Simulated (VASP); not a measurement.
# Li32S17 (a cell with a defect) in VASP: relaxation of the atoms with PBEsol

Aim: the relaxation of the atoms of Li32S17 (a cell with a defect) with PBEsol.

Everything below comes from runs of VASP 6.6.1. Logs are shortened: lines on timing, memory, paths and dates and some standing lists are left out, and cuts for length are marked.

## Step 1: The cell of the first run

The cell holds a defect, 49 atoms: a = 9.795 Å, b = 9.795 Å, c = 9.795 Å, α = 109.47°, β = 109.47°, γ = 109.47°.

## Step 2: Relaxation of the atoms, PBEsol (with an interstitial atom)

INCAR

```
  PREC = Accurate
  ENCUT = 650
  EDIFF = 1E-7
  ISMEAR = 0
  SIGMA = 0.01
  LREAL = Auto
  LASPH = True
  NELM = 120
  ALGO = Normal
  ISIF = 2
  LWAVE = False
  LCHARG = False
  GGA = PS
  IBRION = 2
  NSW = 65
  EDIFFG = -0.025
  GGA_COMPAT = False
  NELMIN = 4
  KPAR = 2
  NCORE = 2
```

KPOINTS

```
Automatic mesh
0
Gamma
  2 2 2
  0.5 0.5 0.5
```

POSCAR

```
Li32S17
1.0
    5.6548817363      5.6548817363      5.6548817363
   -5.6548817363      5.6548817363     -5.6548817363
   -5.6548817363     -5.6548817363      5.6548817363
Li S
32 17
Direct
    0.7500000000      0.0000000000      0.0000000000
    0.7500000000      0.7500000000      0.2500000000
    0.0000000000      0.7500000000      0.0000000000
    0.7500000000      0.5000000000      0.5000000000
    0.0000000000      0.5000000000      0.2500000000
    0.2500000000      0.5000000000      0.0000000000
    0.7500000000      0.2500000000      0.7500000000
    0.0000000000      0.2500000000      0.5000000000
    0.2500000000      0.2500000000      0.2500000000
    0.5000000000      0.2500000000      0.0000000000
    0.0000000000      0.0000000000      0.7500000000
    0.2500000000      0.0000000000      0.5000000000
    0.5000000000      0.0000000000      0.2500000000
    0.2500000000      0.7500000000      0.7500000000
    0.5000000000      0.7500000000      0.5000000000
    0.5000000000      0.5000000000      0.7500000000
    0.2500000000      0.0000000000      0.0000000000
    0.2500000000      0.7500000000      0.2500000000
    0.5000000000      0.7500000000      0.0000000000
    0.2500000000      0.5000000000      0.5000000000
    0.5000000000      0.5000000000      0.2500000000
    0.7500000000      0.5000000000      0.0000000000
    0.2500000000      0.2500000000      0.7500000000
    0.5000000000      0.2500000000      0.5000000000
    0.7500000000      0.2500000000      0.2500000000
    0.0000000000      0.2500000000      0.0000000000
    0.5000000000      0.0000000000      0.7500000000
    0.7500000000      0.0000000000      0.5000000000
    0.0000000000      0.0000000000      0.2500000000
    0.7500000000      0.7500000000      0.7500000000
    0.0000000000      0.7500000000      0.5000000000
    0.0000000000      0.5000000000      0.7500000000
    0.5000000000      0.2500000000      0.2500000000
    0.5000000000      0.0000000000      0.5000000000
    0.7500000000      0.0000000000      0.2500000000
    0.5000000000      0.7500000000      0.7500000000
    0.7500000000      0.7500000000      0.5000000000
    0.0000000000      0.7500000000      0.2500000000
    0.5000000000      0.5000000000      0.0000000000
    0.7500000000      0.5000000000      0.7500000000
    0.0000000000      0.5000000000      0.5000000000
    0.2500000000      0.5000000000      0.2500000000
    0.7500000000      0.2500000000      0.0000000000
    0.0000000000      0.2500000000      0.7500000000
    0.2500000000      0.2500000000      0.5000000000
    0.0000000000      0.0000000000      0.0000000000
    0.2500000000      0.0000000000      0.7500000000
    0.2500000000      0.7500000000      0.0000000000
    0.5000000000      0.0000000000      0.0000000000
```

Potentials or basis: VASP PAW PBE potentials, release 64 (Li_sv, S).

Started as:

```
cat potpaw_PBE.64/Li_sv/POTCAR potpaw_PBE.64/S/POTCAR > POTCAR
mpirun -np 4 vasp_std > vasp.out
```

OUTCAR:

```text
PREC = Accurate
   ENCUT = 650
   EDIFF = 1E-7
   ISMEAR = 0
   LREAL = Auto
   LASPH = True
   NELM = 120
   ISIF = 2
   GGA = PS
   IBRION = 2
   NSW = 65
   EDIFFG = -0.025
   NELMIN = 4

 ion  position               nearest neighbor table
   1  0.750  0.000  0.000-  35 2.45  36 2.45  43 2.45  46 2.45  49 2.45
   2  0.750  0.750  0.250-  35 2.45  37 2.45  38 2.45  39 2.45
   3  0.000  0.750  0.000-  38 2.45  40 2.45  46 2.45  48 2.45
   4  0.750  0.500  0.500-  33 2.45  37 2.45  40 2.45  41 2.45
   5  0.000  0.500  0.250-  38 2.45  41 2.45  42 2.45  43 2.45
   6  0.250  0.500  0.000-  39 2.45  42 2.45  44 2.45  48 2.45
   7  0.750  0.250  0.750-  34 2.45  40 2.45  43 2.45  44 2.45
   8  0.000  0.250  0.500-  35 2.45  41 2.45  44 2.45  45 2.45
   9  0.250  0.250  0.250-  33 2.45  42 2.45  45 2.45  46 2.45
  10  0.500  0.250  0.000-  33 2.45  39 2.45  43 2.45  47 2.45  49 2.45
  11  0.000  0.000  0.750-  37 2.45  44 2.45  46 2.45  47 2.45
  12  0.250  0.000  0.500-  34 2.45  38 2.45  45 2.45  47 2.45
  13  0.500  0.000  0.250-  33 2.45  34 2.45  35 2.45  48 2.45  49 2.45
  14  0.250  0.750  0.750-  36 2.45  41 2.45  47 2.45  48 2.45  49 2.45
  15  0.500  0.750  0.500-  34 2.45  36 2.45  37 2.45  42 2.45
  16  0.500  0.500  0.750-  36 2.45  39 2.45  40 2.45  45 2.45
  17  0.250  0.000  0.000-  33 2.45  46 2.45  47 2.45  48 2.45  49 2.45
[... 45 lines left out ...]
  48  0.250  0.750  0.000-   3 2.45   6 2.45  13 2.45  14 2.45  17 2.45  18 2.45  19 2.45  32 2.45

  49  0.500  0.000  0.000-   1 2.45  10 2.45  13 2.45  14 2.45  17 2.45  19 2.45  25 2.45  27 2.45

  LATTYP: Found a body centered cubic cell.
 ALAT       =    11.3097634726

  Lattice vectors:

 A1 = (   5.6548817363,   5.6548817363,   5.6548817363)
 A2 = (  -5.6548817363,   5.6548817363,  -5.6548817363)
 A3 = (  -5.6548817363,  -5.6548817363,   5.6548817363)

Analysis of symmetry for initial positions (statically):
=====================================================================
 Subroutine PRICEL returns:
 Original cell was already a primitive cell.

 Routine SETGRP: Setting up the symmetry group for a
 body centered cubic supercell.

 Subroutine GETGRP returns: Found 48 space group operations
 (whereof 12 operations were pure point group operations)
 out of a pool of 48 trial point group operations.

The static configuration has the point symmetry D_3d.
 The point group associated with its full space group is O_h .

Analysis of symmetry for dynamics (positions and initial velocities):
=====================================================================
 Subroutine PRICEL returns:
 Original cell was already a primitive cell.

 Routine SETGRP: Setting up the symmetry group for a
 body centered cubic supercell.

 Subroutine GETGRP returns: Found 48 space group operations
 (whereof 12 operations were pure point group operations)
 out of a pool of 48 trial point group operations.

The dynamic configuration has the point symmetry D_3d.
 The point group associated with its full space group is O_h .

 Subroutine INISYM returns: Found 48 space group operations
 (whereof 12 operations are pure point group operations),
 and found     1 'primitive' translations

----------------------------------------------------------------------------------------

                                     Primitive cell

  volume of cell :     723.3202

  direct lattice vectors                    reciprocal lattice vectors
     5.654881736  5.654881736  5.654881736     0.000000000  0.088419179  0.088419179
    -5.654881736  5.654881736 -5.654881736    -0.088419179  0.088419179  0.000000000
    -5.654881736 -5.654881736  5.654881736    -0.088419179  0.000000000  0.088419179

  length of vectors
     9.794542478  9.794542478  9.794542478     0.125043602  0.125043602  0.125043602

  position of ions in fractional coordinates (direct lattice)
     0.750000000  0.000000000  0.000000000
     0.750000000  0.750000000  0.250000000
     0.000000000  0.750000000  0.000000000
     0.750000000  0.500000000  0.500000000
     0.000000000  0.500000000  0.250000000
     0.250000000  0.500000000  0.000000000
[... 41 lines left out ...]
     0.250000000  0.750000000  0.000000000
     0.500000000  0.000000000  0.000000000

  ion indices of the primitive-cell ions
   primitive index   ion index
                 1           1
                 2           2
                 3           3
                 4           4
                 5           5
                 6           6
[... 41 lines left out ...]
                48          48
                49          49

----------------------------------------------------------------------------------------

 KPOINTS: Automatic mesh

Automatic generation of k-mesh.
 Grid dimensions read from file:
 generate k-points for:    2    2    2

 Generating k-lattice:

  Cartesian coordinates                     Fractional coordinates (reciprocal lattice)
     0.000000000  0.044209589  0.044209589     0.500000000  0.000000000  0.000000000
    -0.044209589  0.044209589  0.000000000     0.000000000  0.500000000  0.000000000
    -0.044209589  0.000000000  0.044209589     0.000000000  0.000000000  0.500000000

  Length of vectors
     0.062521801  0.062521801  0.062521801

  Shift w.r.t. Gamma in fractional coordinates (k-lattice)
     0.500000000  0.500000000  0.500000000

 Subroutine IBZKPT returns following result:
 ===========================================

 Found      2 irreducible k-points:

 Following reciprocal coordinates:
            Coordinates               Weight
  0.250000  0.250000  0.250000      2.000000
 -0.250000  0.250000  0.250000      6.000000
   k-points           NKPTS =      2   k-points in BZ     NKDIM =      2   number of bands    NBANDS=    124
   number of dos      NEDOS =    301   number of ions     NIONS =     49
   total plane-waves  NPLWV = 592704
   dimension x,y,z NGX =    84 NGY =   84 NGZ =   84
   dimension x,y,z NGXF=   168 NGYF=  168 NGZF=  168
   ions per type =              32  17
   NGX,Y,Z   is equivalent  to a cutoff of  14.26, 14.26, 14.26 a.u.
   NGXF,Y,Z  is equivalent  to a cutoff of  28.52, 28.52, 28.52 a.u.
 SYSTEM =  unknown system
   PREC   = accura    normal or accurate (medium, high low for compatibility)
   ISTART =      0    job   : 0-new  1-cont  2-samecut
   ICHARG =      2    charge: 1-file 2-atom 10-const
   ISPIN  =      1    spin polarized calculation?
   LNONCOLLINEAR =      F non collinear calculations
   LSORBIT =      F    spin-orbit coupling
   LASPH  =      T    aspherical Exc in radial PAW
   ENCUT  =  650.0 eV  47.77 Ry    6.91 a.u.  20.36 20.36 20.36*2*pi/ulx,y,z
   NELM   =    120;   NELMIN=  4; NELMDL= -5     # of ELM steps
   EDIFF  = 0.1E-06   stopping-criterion for ELM
   LREAL  =      T    real-space projection
   EDIFFG = -.3E-01   stopping-criterion for IOM
   NSW    =     65    number of steps for IOM
   IBRION =      2    ionic relax: 0-MD 1-quasi-New 2-CG
   NFREE  =      1    steps in history (QN), initial steepest desc. (CG)
   ISIF   =      2    stress and relaxation
   ISYM   =      2    0-nonsym 1-usesym 2-fastsym
   POTIM  = 0.5000    time-step for ionic-motion
   TEBEG  =    0.0;   TEEND  =   0.0 temperature during run
   PSTRESS=    0.0 pullay stress
   NELECT =     198.0000    total number of electrons
   NUPDOWN=      -1.0000    fix difference up-down
   EMIN   =  10.00;   EMAX   =-10.00  energy-range for DOS
   EFERMI =   0.00;   METHOD = LEGACY
   ISMEAR =     0;   SIGMA  =   0.01  broadening in eV -4-tet -1-fermi 0-gaus
   EFERMI_NEDOS =   21; number of points for ismear=-14 and -15
   IALGO  =     38    algorithm
   IMIX   =      4    mixing-type and parameters
     AMIX     =   0.40;   BMIX     =  1.00
     AMIX_MAG =   1.60;   BMIX_MAG =  1.00
  volume/ion in A,a.u.               =      14.76        99.62
  Fermi-wavevector in a.u.,A,eV,Ry     =   1.062967  2.008716 15.373202  1.129898
  Thomas-Fermi vector in A             =   2.198436
   LORBIT       =      0    0 simple, 1 ext, 2 COOP (PROOUT), +10 PAW based schemes
   GGA     = PS    functional components
   LHFCALC =     F    Hartree Fock is set to
   AEXX    =    0.0000 exact exchange contribution
   IVDW    =     0    specifies the selected vdW correction
   LEPSILON=     F    determine dielectric tensor
   LRPA    =     F    only Hartree local field effects (RPA)
 conjugate gradient relaxation of ions
 non-spin polarized calculation
 Gauss-broadening in eV      SIGMA  =   0.01
  energy-cutoff  :      650.00
  volume of cell :      723.32
 maximum number of plane-waves:     27236
 NGX is ok and might be reduce to    84
   NGX = 41   NGY = 41   NGZ = 41

--------------------------------------- Ionic step        1  -------------------------------------------

 number of electron     197.9999823 magnetization

 Free energy of the ion-electron system (eV)
  ---------------------------------------------------
  ext. energy  EPLUGINS =         0.00000000
  ---------------------------------------------------
  free energy    TOTEN  =      -198.41468776 eV

  energy without entropy =     -198.40697418  energy(sigma->0) =     -198.41083097

------------------------ aborting loop because EDIFF is reached ----------------------------------------

  FORCE on cell =-STRESS in cart. coord.  units (eV):
  Direction    XX          YY          ZZ          XY          YZ          ZX
  --------------------------------------------------------------------------------------
  -------------------------------------------------------------------------------------
  Total        7.3040335      7.3040335      7.3040335      0.0000000      0.0000000      0.0000000
  in kB       16.1786681     16.1786681     16.1786681      0.0000000      0.0000000      0.0000000
  external PRESSURE =      16.1786681 kB  Pullay stress =       0.0000000 kB
[... 651 lines left out ...]
--------------------------------------- Ionic step        9  -------------------------------------------

 number of electron     197.9999973 magnetization

 Free energy of the ion-electron system (eV)
  ---------------------------------------------------
  ext. energy  EPLUGINS =         0.00000000
  ---------------------------------------------------
  free energy    TOTEN  =      -198.98460305 eV

  energy without entropy =     -198.97394808  energy(sigma->0) =     -198.97927556

 E-fermi :   2.6276     XC(G=0):  -8.8684

 val. band max:        2.6201268283   @ k =  -0.2500   0.2500   0.2500
 cond. band min:       2.6292601554   @ k =  -0.2500   0.2500   0.2500
 fundamental gap:      0.0091333271
 Fermi energy:         2.6275829389

 k-point     1 :       0.2500    0.2500    0.2500
  band No.  band energies     occupation
      1     -41.8198      2.00000
      2     -41.8112      2.00000
      3     -41.8112      2.00000
      4     -41.8112      2.00000
      5     -41.8030      2.00000
      6     -41.8030      2.00000
[... 103 lines left out ...]
    110       6.8602      0.00000
    111       6.8602      0.00000

 k-point     2 :      -0.2500    0.2500    0.2500
  band No.  band energies     occupation
      1     -41.8198      2.00000
      2     -41.8112      2.00000
      3     -41.8111      2.00000
      4     -41.8111      2.00000
      5     -41.8030      2.00000
      6     -41.8030      2.00000
[... 103 lines left out ...]
    110       7.2672      0.00000
    111       7.4133      0.00000
 [bands above 111 left out]

------------------------ aborting loop because EDIFF is reached ----------------------------------------

  FORCE on cell =-STRESS in cart. coord.  units (eV):
  Direction    XX          YY          ZZ          XY          YZ          ZX
  --------------------------------------------------------------------------------------
  -------------------------------------------------------------------------------------
  Total        6.4659488      6.4659488      6.4659488     -0.0000000     -0.0000000      0.0000000
  in kB       14.3222836     14.3222836     14.3222836     -0.0000000     -0.0000000      0.0000000
  external PRESSURE =      14.3222836 kB  Pullay stress =       0.0000000 kB
[... 64 lines left out ...]
  FREE ENERGIE OF THE ION-ELECTRON SYSTEM (eV)
  ---------------------------------------------------
  free  energy   TOTEN  =      -198.9846030471 eV

  energy  without entropy=     -198.9739480790  energy(sigma->0) =     -198.97927556

 reached required accuracy - stopping structural energy minimisation
```

It took 10 min on 4 MPI ranks of AMD EPYC 9R45 (Zen 5), shared host; peak memory 0.74 GiB.

Results:

```
Free energy                  : -198.9846 eV
Energy gained by relaxing    : 11.6 meV/atom
Ionic steps                  : 9
Pressure after relaxing      : 1.4 GPa
Largest force after relaxing : 0.004 eV/Å
Band gap on the k mesh       : zero (bands 99 and 100 overlap by 0.04 eV)
```

Forces in eV/Å, atoms in the order of the input:
```
Li   0.002  0.002  0.002
Li  -0.002  0.002  0.001
Li   0.002 -0.001  0.002
Li  -0.001 -0.002 -0.002
Li   0.002  0.001 -0.002
Li  -0.002 -0.001 -0.002
Li  -0.002  0.001  0.002
Li   0.002 -0.002  0.001
Li  -0.001  0.002  0.002
Li  -0.002  0.002 -0.002
Li   0.002  0.002 -0.001
Li  -0.002 -0.002 -0.001
Li  -0.002 -0.002  0.002
Li   0.002 -0.002 -0.002
Li   0.001 -0.002  0.002
Li   0.001  0.002 -0.002
Li  -0.002 -0.002 -0.002
Li   0.002 -0.001 -0.002
Li   0.002 -0.002  0.002
Li   0.001  0.002  0.002
Li  -0.001 -0.002  0.002
Li   0.002  0.001  0.002
Li   0.002 -0.002 -0.001
Li  -0.001  0.002 -0.002
Li  -0.002  0.002  0.002
Li  -0.002  0.001 -0.002
Li   0.002  0.002 -0.002
Li   0.002  0.002  0.001
Li  -0.002 -0.002  0.001
Li   0.001 -0.002 -0.002
Li  -0.002  0.002 -0.001
Li  -0.002 -0.001  0.002
S   -0.003  0.000  0.000
S    0.000  0.000  0.000
S    0.000  0.000  0.003
S    0.003  0.000  0.000
S    0.000  0.000  0.000
S    0.000  0.000  0.000
S    0.000  0.000  0.000
S    0.000  0.000  0.000
S    0.000  0.000  0.000
S    0.000  0.000  0.000
S    0.000  0.003  0.000
S    0.000  0.000  0.000
S    0.000  0.000  0.000
S    0.000  0.000  0.000
S    0.000  0.000 -0.003
S    0.000 -0.003  0.000
S    0.000  0.000  0.000
```

Step by step:
```tsv
step	energy change (eV)	largest force (eV/Å)	pressure (GPa)
1	0.0000	1.1236	1.62
2	-0.2976	0.6915	1.51
3	-0.4482	0.3397	1.54
4	-0.4950	0.1713	1.49
5	-0.4955	0.1664	1.49
6	-0.5322	0.1165	1.49
7	-0.5673	0.0327	1.43
8	-0.5695	0.0322	1.43
9	-0.5699	0.0035	1.43
```

Final structure:
```
CELL_PARAMETERS angstrom
5.65488 5.65488 5.65488
-5.65488 5.65488 -5.65488
-5.65488 -5.65488 5.65488
ATOMIC_POSITIONS crystal
Li 0.75070 0.00000 0.00000
Li 0.75209 0.74757 0.25209
Li 0.99548 0.74791 0.00000
Li 0.75243 0.50452 0.50452
Li 0.00452 0.50452 0.25243
Li 0.24791 0.49548 0.00000
Li 0.75209 0.25209 0.74757
Li 0.00452 0.25243 0.50452
Li 0.24757 0.25209 0.25209
Li 0.50000 0.25070 0.00000
Li 0.99548 0.00000 0.74791
Li 0.24791 0.00000 0.49548
Li 0.50000 0.00000 0.25070
Li 0.24930 0.74930 0.74930
Li 0.50000 0.74791 0.49548
Li 0.50000 0.49548 0.74791
Li 0.24930 0.00000 0.00000
Li 0.24791 0.74791 0.25243
Li 0.50000 0.74930 0.00000
Li 0.24757 0.49548 0.49548
Li 0.50000 0.50452 0.25209
Li 0.75209 0.50452 0.00000
Li 0.24791 0.25243 0.74791
Li 0.50000 0.25209 0.50452
Li 0.75070 0.25070 0.25070
Li 0.00452 0.25209 0.00000
Li 0.50000 0.00000 0.74930
Li 0.75209 0.00000 0.50452
Li 0.00452 0.00000 0.25209
Li 0.75243 0.74791 0.74791
Li 0.99548 0.74757 0.49548
Li 0.99548 0.49548 0.74757
S 0.50000 0.26498 0.26498
S 0.50000 0.00000 0.50000
S 0.76497 0.00000 0.26497
S 0.50000 0.73503 0.73503
S 0.75000 0.75000 0.50000
S 0.00000 0.75000 0.25000
S 0.50000 0.50000 0.00000
S 0.75000 0.50000 0.75000
S 0.00000 0.50000 0.50000
S 0.25000 0.50000 0.25000
S 0.76497 0.26497 0.00000
S 0.00000 0.25000 0.75000
S 0.25000 0.25000 0.50000
S 0.00000 0.00000 0.00000
S 0.23503 0.00000 0.73503
S 0.23503 0.73503 0.00000
S 0.50000 0.00000 0.00000
```

Caveat: the k points lie up to 0.39 Å⁻¹ apart; the cell differs from its parent crystal (with an interstitial atom); the PAW data sets were made with another functional, which shifts forces and pressure a little.
